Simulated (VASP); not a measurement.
# MgI2 (R-3m) in VASP: settings compared

Aim: see how the results for MgI2 move with the level of theory and the settings. Levels: r2SCAN, PBE. Tasks: single point.

Program: VASP 6.6.1. These are calculated values, not measurements. Logs are shortened: lines on timing, memory, paths and dates and some standing lists are left out, and cuts for length are marked.

**1. The cell of the first run**

It takes space group R-3m (No. 166, trigonal). Conventional cell: a = 4.170 Å, b = 4.170 Å, c = 20.741 Å, α = 90.00°, β = 90.00°, γ = 120.00°. Within 3.9 Å of Mg (site symmetry -3m) lie 6 I at 2.93 Å. Within 3.9 Å of I (site symmetry 3m) lie 3 Mg at 2.93 Å.

**2. Single point, r2SCAN (strain +0.3%)**

POSCAR reads:

```
MgI2
1.0
    2.0851218731      1.2038456747      6.9137122640
   -2.0851218731      1.2038456747      6.9137122640
    0.0000000000     -2.4076913494      6.9137122640
Mg I
1 2
Direct
    0.0000000000      0.0000000000      0.0000000000
    0.2530732720      0.2530732720      0.2530732720
    0.7469267280      0.7469267280      0.7469267280
```

INCAR.step1 reads:

```
SYSTEM = MgI2
PREC = Accurate
ENCUT = 520
ISMEAR = 0
SIGMA = 0.01
LREAL = .FALSE.
LASPH = .TRUE.
NELM = 100
NBANDS = 15
GGA = PE
ALGO = Normal
EDIFF = 1E-4
LWAVE = .TRUE.
LCHARG = .FALSE.
```

INCAR.step2 reads:

```
SYSTEM = MgI2
PREC = Accurate
ENCUT = 520
EDIFF = 1E-6
ISMEAR = 0
SIGMA = 0.01
LREAL = .FALSE.
LASPH = .TRUE.
NELM = 100
ALGO = Normal
ISIF = 2
LWAVE = .FALSE.
LCHARG = .TRUE.
METAGGA = R2SCAN
LMIXTAU = .TRUE.
LELF = .TRUE.
LVHAR = .TRUE.
NBANDS = 15
ISTART = 1
```

KPOINTS reads:

```
regular mesh
0
G
  8 8 8
  0 0 0
```

Potentials or basis: VASP PAW PBE potentials, release 64 (Mg, I).

Launch:

```sh
> cat potpaw_PBE.64/Mg/POTCAR potpaw_PBE.64/I/POTCAR > POTCAR
> cp INCAR.step1 INCAR
> mpirun -np 1 vasp_std > vasp.out
> cp INCAR.step2 INCAR
> mpirun -np 1 vasp_std > vasp.out
```

OUTCAR:

```text
SYSTEM = MgI2
   PREC = Accurate
   ENCUT = 520
   EDIFF = 1E-6
   ISMEAR = 0
   LREAL = .FALSE.
   LASPH = .TRUE.
   NELM = 100
   ISIF = 2
   METAGGA = R2SCAN
   ISTART = 1

 ion  position               nearest neighbor table
   1  0.000  0.000  0.000-   3 2.93   2 2.93   3 2.93   3 2.93   2 2.93   2 2.93
   2  0.253  0.253  0.253-   1 2.93   1 2.93   1 2.93
   3  0.747  0.747  0.747-   1 2.93   1 2.93   1 2.93

  LATTYP: Found a trigonal (rhomboedric) cell.
 ALAT       =     7.3209558736
 COS(alpha) =     0.8377602362

  Lattice vectors:

 A1 = (   2.0851218731,   1.2038456747,   6.9137122640)
 A2 = (  -2.0851218731,   1.2038456747,   6.9137122640)
 A3 = (   0.0000000000,  -2.4076913494,   6.9137122640)

Analysis of symmetry for initial positions (statically):
=====================================================================
 Subroutine PRICEL returns:
 Original cell was already a primitive cell.

 Routine SETGRP: Setting up the symmetry group for a
 trigonal (rhombohedral) supercell.

 Subroutine GETGRP returns: Found 12 space group operations
 (whereof 12 operations were pure point group operations)
 out of a pool of 12 trial point group operations.

The static configuration has the point symmetry D_3d.

Analysis of symmetry for dynamics (positions and initial velocities):
=====================================================================
 Subroutine PRICEL returns:
 Original cell was already a primitive cell.

 Routine SETGRP: Setting up the symmetry group for a
 trigonal (rhombohedral) supercell.

 Subroutine GETGRP returns: Found 12 space group operations
 (whereof 12 operations were pure point group operations)
 out of a pool of 12 trial point group operations.

The dynamic configuration has the point symmetry D_3d.

 Subroutine INISYM returns: Found 12 space group operations
 (whereof 12 operations are pure point group operations),
 and found     1 'primitive' translations

----------------------------------------------------------------------------------------

                                     Primitive cell

  volume of cell :     104.1273

  direct lattice vectors                    reciprocal lattice vectors
     2.085121873  1.203845675  6.913712264     0.239794137  0.138445210  0.048213365
    -2.085121873  1.203845675  6.913712264    -0.239794137  0.138445210  0.048213365
     0.000000000 -2.407691349  6.913712264     0.000000000 -0.276890419  0.048213365

  length of vectors
     7.320955874  7.320955874  7.320955874     0.281056636  0.281056636  0.281056636

  position of ions in fractional coordinates (direct lattice)
     0.000000000  0.000000000  0.000000000
     0.253073272  0.253073272  0.253073272
     0.746926728  0.746926728  0.746926728

  ion indices of the primitive-cell ions
   primitive index   ion index
                 1           1
                 2           2
                 3           3

----------------------------------------------------------------------------------------

 KPOINTS: regular mesh

Automatic generation of k-mesh.
 Grid dimensions read from file:
 generate k-points for:    8    8    8

 Generating k-lattice:

  Cartesian coordinates                     Fractional coordinates (reciprocal lattice)
     0.029974267  0.017305651  0.006026671     0.125000000 -0.000000000  0.000000000
    -0.029974267  0.017305651  0.006026671    -0.000000000  0.125000000  0.000000000
     0.000000000 -0.034611302  0.006026671     0.000000000  0.000000000  0.125000000

  Length of vectors
     0.035132080  0.035132080  0.035132080

  Shift w.r.t. Gamma in fractional coordinates (k-lattice)
     0.000000000  0.000000000  0.000000000

 Subroutine IBZKPT returns following result:
 ===========================================

 Found     65 irreducible k-points:

 Following reciprocal coordinates:
            Coordinates               Weight
  0.000000  0.000000  0.000000      1.000000
  0.125000 -0.000000  0.000000      6.000000
  0.250000 -0.000000  0.000000      6.000000
  0.375000 -0.000000  0.000000      6.000000
  0.500000 -0.000000  0.000000      3.000000
  0.125000  0.125000  0.000000      6.000000
[... 16 lines left out ...]
  0.250000  0.125000  0.125000      6.000000
  0.375000  0.125000  0.125000      6.000000
 [... further k-points ...]
   k-points           NKPTS =     65   k-points in BZ     NKDIM =     65   number of bands    NBANDS=     15
   number of dos      NEDOS =    301   number of ions     NIONS =      3
   total plane-waves  NPLWV = 157464
   dimension x,y,z NGX =    54 NGY =   54 NGZ =   54
   dimension x,y,z NGXF=   108 NGYF=  108 NGZF=  108
   ions per type =               1   2
   NGX,Y,Z   is equivalent  to a cutoff of  12.26, 12.26, 12.26 a.u.
   NGXF,Y,Z  is equivalent  to a cutoff of  24.52, 24.52, 24.52 a.u.
 SYSTEM =  MgI2
   PREC   = accura    normal or accurate (medium, high low for compatibility)
   ISTART =      1    job   : 0-new  1-cont  2-samecut
   ICHARG =      0    charge: 1-file 2-atom 10-const
   ISPIN  =      1    spin polarized calculation?
   LNONCOLLINEAR =      F non collinear calculations
   LSORBIT =      F    spin-orbit coupling
   LASPH  =      T    aspherical Exc in radial PAW
   ENCUT  =  520.0 eV  38.22 Ry    6.18 a.u.  13.61 13.61 13.61*2*pi/ulx,y,z
   NELM   =    100;   NELMIN=  2; NELMDL=  0     # of ELM steps
   EDIFF  = 0.1E-05   stopping-criterion for ELM
   LREAL  =      F    real-space projection
   EDIFFG = 0.1E-04   stopping-criterion for IOM
   NSW    =      0    number of steps for IOM
   IBRION =     -1    ionic relax: 0-MD 1-quasi-New 2-CG
   NFREE  =      0    steps in history (QN), initial steepest desc. (CG)
   ISIF   =      2    stress and relaxation
   ISYM   =      2    0-nonsym 1-usesym 2-fastsym
   POTIM  = 0.5000    time-step for ionic-motion
   TEBEG  =    0.0;   TEEND  =   0.0 temperature during run
   PSTRESS=    0.0 pullay stress
   NELECT =      16.0000    total number of electrons
   NUPDOWN=      -1.0000    fix difference up-down
   EMIN   =  10.00;   EMAX   =-10.00  energy-range for DOS
   EFERMI =   0.00;   METHOD = LEGACY
   ISMEAR =     0;   SIGMA  =   0.01  broadening in eV -4-tet -1-fermi 0-gaus
   EFERMI_NEDOS =   21; number of points for ismear=-14 and -15
   IALGO  =     38    algorithm
   IMIX   =      4    mixing-type and parameters
     AMIX     =   0.40;   BMIX     =  1.00
     AMIX_MAG =   1.60;   BMIX_MAG =  1.00
  volume/ion in A,a.u.               =      34.71       234.23
  Fermi-wavevector in a.u.,A,eV,Ry     =   0.876853  1.657011 10.461116  0.768870
  Thomas-Fermi vector in A             =   1.996720
   LORBIT       =      0    0 simple, 1 ext, 2 COOP (PROOUT), +10 PAW based schemes
   METAGGA = R2SCAN    functional components
   LHFCALC =     F    Hartree Fock is set to
   AEXX    =    0.0000 exact exchange contribution
   IVDW    =     0    specifies the selected vdW correction
   LEPSILON=     F    determine dielectric tensor
   LRPA    =     F    only Hartree local field effects (RPA)
 non-spin polarized calculation
 Gauss-broadening in eV      SIGMA  =   0.01
  energy-cutoff  :      520.00
  volume of cell :      104.13
 maximum number of plane-waves:      2833
   NGX = 27   NGY = 27   NGZ = 27

 number of electron      16.0000000 magnetization

 Free energy of the ion-electron system (eV)
  ---------------------------------------------------
  ext. energy  EPLUGINS =         0.00000000
  ---------------------------------------------------
  free energy    TOTEN  =       -56.92875432 eV

  energy without entropy =      -56.92875432  energy(sigma->0) =      -56.92875432

 E-fermi :   1.9318     XC(G=0):  -8.4954

 val. band max:        1.8724123035   @ k =   0.0000   0.0000   0.0000
 cond. band min:       5.6943265326   @ k =   0.5000   0.5000   0.0000
 fundamental gap:      3.8219142291
 Fermi energy:         1.9318375775

 k-point     1 :       0.0000    0.0000    0.0000
  band No.  band energies     occupation
      1     -10.5277      2.00000
      2      -9.7903      2.00000
      3      -1.6186      2.00000
      4       1.3956      2.00000
      5       1.3956      2.00000
      6       1.7971      2.00000
      7       1.7971      2.00000
      8       1.8724      2.00000
      9       6.3455      0.00000
     10       7.2556      0.00000
     11       8.9714      0.00000
     12       8.9714      0.00000
     13      10.1368      0.00000
     14      10.3225      0.00000
     15      10.3225      0.00000

 k-point     2 :       0.1250   -0.0000    0.0000
  band No.  band energies     occupation
      1     -10.4421      2.00000
      2      -9.7495      2.00000
      3      -1.4952      2.00000
      4       0.8314      2.00000
      5       1.2350      2.00000
      6       1.2582      2.00000
      7       1.7022      2.00000
      8       1.7994      2.00000
      9       6.9226      0.00000
     10       7.7903      0.00000
     11       8.5407      0.00000
     12       9.2884      0.00000
     13       9.7996      0.00000
     14      10.6557      0.00000
     15      10.6973      0.00000

 k-point     3 :       0.2500   -0.0000    0.0000
  band No.  band energies     occupation
      1     -10.2125      2.00000
      2      -9.6573      2.00000
      3      -1.2026      2.00000
      4      -0.2148      2.00000
      5       0.2722      2.00000
      6       0.9706      2.00000
      7       1.4758      2.00000
      8       1.5485      2.00000
      9       6.9725      0.00000
     10       8.1567      0.00000
     11       9.1525      0.00000
     12       9.6072      0.00000
     13       9.9113      0.00000
     14      10.5885      0.00000
     15      11.4849      0.00000
[... 343 lines left out ...]
 k-point    23 :       0.2500    0.1250    0.1250
  band No.  band energies     occupation
      1     -10.4156      2.00000
      2      -9.7856      2.00000
      3      -1.3684      2.00000
      4       0.8208      2.00000
      5       1.1779      2.00000
      6       1.3021      2.00000
      7       1.6425      2.00000
      8       1.6496      2.00000
      9       7.0876      0.00000
     10       7.8694      0.00000
     11       8.6691      0.00000
     12       9.2810      0.00000
     13       9.5588      0.00000
     14      10.7351      0.00000
     15      10.7824      0.00000

 k-point    24 :       0.3750    0.1250    0.1250
  band No.  band energies     occupation
      1     -10.1799      2.00000
      2      -9.6986      2.00000
      3      -1.1312      2.00000
      4      -0.1562      2.00000
      5       0.2893      2.00000
      6       0.9970      2.00000
      7       1.3590      2.00000
      8       1.4435      2.00000
      9       7.0162      0.00000
     10       8.3386      0.00000
     11       8.7871      0.00000
     12       9.8077      0.00000
     13       9.8830      0.00000
     14      10.4135      0.00000
     15      11.2082      0.00000

 [... further k-points ...]
[... 5 lines left out ...]
  --------------------------------------------------------------------------------------
  -------------------------------------------------------------------------------------
  Total        0.1649375      0.1649375      0.2895632      0.0000000      0.0000000      0.0000000
  in kB        2.5378449      2.5378449      4.4554254      0.0000000      0.0000000      0.0000000
  external PRESSURE =       3.1770384 kB  Pullay stress =       0.0000000 kB

 VOLUME and BASIS-vectors are now :
 -----------------------------------------------------------------------------
  energy-cutoff  :      520.00
  volume of cell :      104.13
      direct lattice vectors                 reciprocal lattice vectors
     2.085121873  1.203845675  6.913712264     0.239794137  0.138445210  0.048213365
    -2.085121873  1.203845675  6.913712264    -0.239794137  0.138445210  0.048213365
     0.000000000 -2.407691349  6.913712264     0.000000000 -0.276890419  0.048213365

 POSITION                                       TOTAL-FORCE (eV/Angst)
 -----------------------------------------------------------------------------------
      0.00000      0.00000      0.00000         0.000000      0.000000      0.000000
      0.00000      0.00000      5.24903         0.000000     -0.000000      0.041261
      0.00000      0.00000     15.49211         0.000000     -0.000000     -0.041261
 -----------------------------------------------------------------------------------
    total drift:                                0.000000      0.000000     -0.000000

  FREE ENERGIE OF THE ION-ELECTRON SYSTEM (eV)
  ---------------------------------------------------
  free  energy   TOTEN  =       -56.9287543230 eV

  energy  without entropy=      -56.9287543230  energy(sigma->0) =      -56.92875432
```

It took 9.9 min on 1 thread of Intel Xeon Platinum 8488C (Sapphire Rapids), shared host; peak memory 0.48 GiB.

Results:

| Property | Result |
| --- | --- |
| Free energy | -56.9288 eV |
| Pressure | 0.3 GPa |
| Largest force | 0.041 eV/Å |
| Band gap on the k mesh | 3.82 eV (least direct gap 4.24 eV) |

Forces on the atoms (eV/Å):
```
Mg   0.000  0.000  0.000
I    0.000  0.000  0.041
I    0.000  0.000 -0.041
```

Stress tensor (GPa, compression positive):
```
0.25 0.00 0.00
0.00 0.25 0.00
0.00 0.00 0.45
```

Levels at points of the mesh, in eV from the valence-band top:
```tsv
k point	band 5	band 6	band 7	band 8	band 9	band 10	band 11	band 12
(0.00, 0.00, 0.00)	-0.48	-0.08	-0.08	0.00	4.47	5.38	7.10	7.10
(0.50, 0.00, 0.00)	-1.60	-1.24	-1.21	-0.70	4.40	6.00	6.97	7.67
(0.50, 0.50, 0.00)	-1.40	-1.31	-0.47	-0.42	3.82	5.67	5.68	7.56
(0.50, 0.50, 0.50)	-0.38	-0.38	-0.19	-0.19	5.35	5.57	7.27	7.27
```

Caveat: the cell differs from its parent crystal (strain +0.3%); the PAW data sets were made with another functional, which shifts forces and pressure a little; spin-orbit coupling is left out, which moves the levels of the heavy elements. A k mesh can miss the band edges.

**3. Single point, PBE (strain +0.3%)**

INCAR reads:

```
PREC     = Accurate       # precision mode
ENCUT    = 520            # plane-wave cutoff, eV
EDIFF    = 1E-6           # SCF threshold, eV
ISMEAR   = -1             # smearing method
SIGMA    = 0.02           # smearing width, eV
LREAL    = False          # projectors in reciprocal space
LASPH    = True           # aspherical terms in the spheres
NELM     = 100            # most SCF steps
ALGO     = Normal         # electronic algorithm
ISIF     = 2              # what is computed and relaxed
LWAVE    = False          # write WAVECAR
LCHARG   = True           # write CHGCAR
GGA      = PE             # functional
LELF     = True           # ELF
LVHAR    = True         
NBANDS   = 15             # bands
```

KPOINTS reads:

```
Automatic mesh
0
Gamma
  8 8 8
```

POSCAR is that of step 2.

Potentials or basis: VASP PAW PBE potentials, release 64 (Mg, I).

Launch:

```sh
> cat potpaw_PBE.64/Mg/POTCAR potpaw_PBE.64/I/POTCAR > POTCAR
> mpirun -np 1 vasp_std > vasp.out
```

Wall time 2.3 min (1 thread of Intel Xeon Platinum 8488C (Sapphire Rapids), shared host); peak memory 0.43 GiB.

The run converged. Its results:

```yaml
Free_energy: -7.7046 eV
Pressure: 0.9 GPa
Band_gap_on_the_k_mesh: 3.26 eV (least direct gap 3.66 eV)
```

Stress tensor (GPa, compression positive):
```
0.77 0.00 0.00
0.00 0.77 0.00
0.00 0.00 1.11
```

Levels at points of the mesh, in eV from the valence-band top:
```csv
k point,band 5,band 6,band 7,band 8,band 9,band 10,band 11,band 12
"(0.00, 0.00, 0.00)",-0.45,-0.07,-0.07,0.00,3.67,4.73,6.51,6.51
"(0.50, 0.00, 0.00)",-1.58,-1.21,-1.19,-0.67,3.80,5.44,6.37,7.08
"(0.50, 0.50, 0.00)",-1.36,-1.29,-0.45,-0.41,3.26,5.03,5.15,6.96
"(0.50, 0.50, 0.50)",-0.36,-0.36,-0.18,-0.18,4.59,4.88,6.67,6.67
```

Caveat: the cell differs from its parent crystal (strain +0.3%); spin-orbit coupling is left out, which moves the levels of the heavy elements. A k mesh can miss the band edges.
